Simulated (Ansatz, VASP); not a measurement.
## AlRu in VASP and in Ansatz

```
CELL_PARAMETERS angstrom
3.03097 0.00000 0.00000
0.00000 3.03097 0.00000
0.00000 0.00000 3.03097
ATOMIC_POSITIONS crystal
Al 0.00000 0.00000 0.00000
Ru 0.50000 0.50000 0.50000
```

Change from the starting cell: volume scaled by 1.04, crystal datasets.

Alike in both runs: task electric field gradients; functional PBEsol; k mesh 12 × 12 × 12; occupations fermi-dirac, width 0.05 eV; no spin polarisation.

|  | VASP | Ansatz |
| --- | --- | --- |
| version | VASP 6.6.1 | Ansatz 0.2.0 |
| potentials or method | VASP PAW PBE potentials, release 64 (Al, Ru_pv), cutoff 520 eV | all-electron PAW with datasets made for the crystal, scalar-relativistic |

```tsv
	VASP	Ansatz	Ansatz less VASP
pressure (GPa)	-10.7	-10.8	-0.05
```

VASP's potentials were made for PBE, not for PBEsol. Ansatz ran all-electron here, and VASP with PAW potentials.
